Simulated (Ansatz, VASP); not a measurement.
LiNbO3: VASP beside Ansatz

POSCAR

```
LiNbO3
1.0
    2.5975661800      1.4997042400      4.6648062200
   -2.5975661800      1.4997042400      4.6648062200
    0.0000000000     -2.9994084800      4.6648062200
Nb O Li
2 6 2
Direct
    0.0000600000      0.0000600000      0.0000600000
    0.5000600000      0.5000600000      0.5000600000
    0.1116500000      0.3587900000      0.7208700000
    0.7208700000      0.1116500000      0.3587900000
    0.3587900000      0.7208700000      0.1116500000
    0.2208700000      0.8587900000      0.6116500000
    0.8587900000      0.6116500000      0.2208700000
    0.6116500000      0.2208700000      0.8587900000
    0.2803000000      0.2803000000      0.2803000000
    0.7803000000      0.7803000000      0.7803000000
```

File INCAR.step1:

```
PREC = Accurate ; ENCUT = 520
ISMEAR = -1 ; SIGMA = 0.1
LREAL = False ; LASPH = True
NELM = 80 ; NBANDS = 45
GGA = PE ; ALGO = Normal
EDIFF = 1E-4 ; LWAVE = True
LCHARG = False
```

The input INCAR.step2:

```
PREC = Accurate ; ENCUT = 520
EDIFF = 1E-6 ; ISMEAR = -1
SIGMA = 0.1 ; LREAL = False
LASPH = True ; NELM = 80
ALGO = Normal ; ISIF = 2
LWAVE = False ; LCHARG = False
METAGGA = R2SCAN ; LMIXTAU = True
NBANDS = 45 ; ISTART = 1
```

File KPOINTS:

```
Automatic mesh
0
Gamma
  6 6 6
```

Input for Ansatz:

```yaml
crystal:
  lattice:
    - [2.59756618, 1.49970424, 4.66480622]
    - [-2.59756618, 1.49970424, 4.66480622]
    - [0.0, -2.99940848, 4.66480622]
  atoms:
    - { symbol: Nb, position: [6.0e-05, 6.0e-05, 6.0e-05] }
    - { symbol: Nb, position: [0.50006, 0.50006, 0.50006] }
    - { symbol: O, position: [0.11165, 0.35879, 0.72087] }
    - { symbol: O, position: [0.72087, 0.11165, 0.35879] }
    - { symbol: O, position: [0.35879, 0.72087, 0.11165] }
    - { symbol: O, position: [0.22087, 0.85879, 0.61165] }
    - { symbol: O, position: [0.85879, 0.61165, 0.22087] }
    - { symbol: O, position: [0.61165, 0.22087, 0.85879] }
    - { symbol: Li, position: [0.2803, 0.2803, 0.2803] }
    - { symbol: Li, position: [0.7803, 0.7803, 0.7803] }
  symmetry: { tolerance: 0.0003 }
kpoints:
  mp_grid: { grid: [6, 6, 6], shift: [0, 0, 0] }
  band_path:
    path:
      - [0.0, 0.0, 0.0]
      - [-0.5, -0.5, -0.5]
      - [-0.5, -0.23557205, -0.76442795]
      - [-0.23557205, 0.23557205, -0.5]
      - [0.0, 0.0, -0.5]
      - [0.0, 0.0, 0.0]
      - [0.0, 0.36778602, -0.36778602]
      - [-0.36778602, 0.0, -0.63221398]
      - [-0.5, 0.0, -0.5]
      - [0.0, 0.0, 0.0]
    npoints: 7
magnetization:
  spin_polarized: false
scf:
  occupations: { method: fermi_dirac }
  lower_state_search: "off"
  max_iter: 200
hamiltonian:
  pseudopotentials: { kind: paw }
  xc: r2scan
basis:
  ecutwfc: 500
  fft_grid_basis: typed
output:
  forces: true
  stress: true
  eigenvalues: true
  bader: true
  populations: true
  elf: true
  write_potential: true
  volumetric_format: npy
  dos:
    e_range: [-12, 8]
    de: 0.05
    projected: { site_lists: { Li: [Li], Nb: [Nb], O: [O] } }
  write_density: true
checkpoint:
  read: saved_state
```

Alike in both runs: task single point; functional r2SCAN; k mesh 6 × 6 × 6; no spin polarisation.

|  | VASP | Ansatz |
| --- | --- | --- |
| version | VASP 6.6.1 | Ansatz 0.2.0 |
| potentials or method | VASP PAW PBE potentials, release 64 (Nb_sv, O, Li_sv), cutoff 520 eV | PAW plane waves |
| occupations | fermi-dirac, width 0.1 eV | fermi-dirac |
| valence electrons in the cell | 68 | 68 |

|  | VASP | Ansatz | Ansatz less VASP |
| --- | --- | --- | --- |
| gap on the k mesh at the Fermi level (eV) | 3.88 | 3.89 | +0.011 |
| rms of the force components (eV/Å) | 0.121 | 0.130 | +0.0099 |

VASP's potentials were made for PBE, not for r2SCAN. Atom by atom the forces differ by 0.011 eV/Å (rms over components). Ansatz's warnings: structure snapped to symmetry.

Noted on VASP's run: the cutoff is short for stress, so the pressure is rough.
